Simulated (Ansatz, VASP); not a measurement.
## TiB6 in VASP and in Ansatz

The input INCAR:

```
SYSTEM = TiB6
PREC = Accurate ; ENCUT = 600
EDIFF = 1E-7 ; ISMEAR = 0
SIGMA = 0.1 ; LREAL = .False.
LASPH = .True. ; NELM = 100
ALGO = Normal ; ISIF = 3
LWAVE = .False. ; LCHARG = .False.
GGA = PE ; IBRION = 2
NSW = 100 ; EDIFFG = -0.01
```

The input KPOINTS:

```
regular mesh
0
Gamma
  10 10 10
  0 0 0
```

The input POSCAR:

```
TiB6
1.0
   -2.9641086614      2.9641086614      2.9641086614
    2.9641086614     -2.9641086614      2.9641086614
    2.9641086614      2.9641086614     -2.9641086614
Ti B
1 6
Direct
    0.0000000000      0.0000000000      0.0000000000
    0.6363773736      0.6363773736      0.0000000000
    0.3636226264      0.3636226264      0.0000000000
    0.0000000000      0.3636226264      0.3636226264
    0.0000000000      0.6363773736      0.6363773736
    0.6363773736      0.0000000000      0.6363773736
    0.3636226264      0.0000000000      0.3636226264
```

Input for Ansatz:

```yaml
crystal:
  lattice:
    - [-2.9641086614, 2.9641086614, 2.9641086614]
    - [2.9641086614, -2.9641086614, 2.9641086614]
    - [2.9641086614, 2.9641086614, -2.9641086614]
  atoms:
    - { symbol: Ti, position: [0.0, 0.0, 0.0] }
    - { symbol: B, position: [0.6363773736, 0.6363773736, 0.0] }
    - { symbol: B, position: [0.3636226264, 0.3636226264, 0.0] }
    - { symbol: B, position: [0.0, 0.3636226264, 0.3636226264] }
    - { symbol: B, position: [0.0, 0.6363773736, 0.6363773736] }
    - { symbol: B, position: [0.6363773736, 0.0, 0.6363773736] }
    - { symbol: B, position: [0.3636226264, 0.0, 0.3636226264] }
basis:
  ecutwfc: 420
kpoints:
  mp_grid: { grid: [10, 10, 10] }
hamiltonian:
  xc: pbe
scf:
  occupations: { method: gaussian, width: 0.1 }
output:
  forces: true
  stress: true
  eigenvalues: true
  write_density: true
  write_potential: true
  elf: true
  volumetric_format: npy
relax:
  adjacent_minimum: "off"
  f_tol: 0.01
  max_steps: 80
  cell: { stress_tol: 0.05 }
```

Change from the starting cell: species swapped into the MoF6 type (Im-3m, No. 229).

Alike in both runs: task relaxation of cell and atoms; functional PBE; k mesh 10 × 10 × 10; occupations gaussian, width 0.1 eV; no spin polarisation.

```csv
,VASP,Ansatz
version,VASP 6.6.1,Ansatz 0.2.0
potentials or method,"VASP PAW PBE potentials, release 64 (Ti_sv, B), cutoff 600 eV","scalar-relativistic, plane waves, PAW"
valence electrons in the cell,30,30
```

Ansatz gave:

* gap on the k mesh at the Fermi level, each at its own relaxed structure (eV): none
* relaxed volume (Å³/atom): 14.98
* relaxed cell length with the largest relative difference (Å): 5.145

Q: Which values does VASP return?

A: gap on the k mesh at the Fermi level, each at its own relaxed structure (eV): none; relaxed volume (Å³/atom): 14.95; relaxed cell length with the largest relative difference (Å): 5.142.

A gap of «none» marks a metal or a gap that the smearing closes.

Noted on VASP's run: too few bands were computed for a metal, which touches its energy and stress.
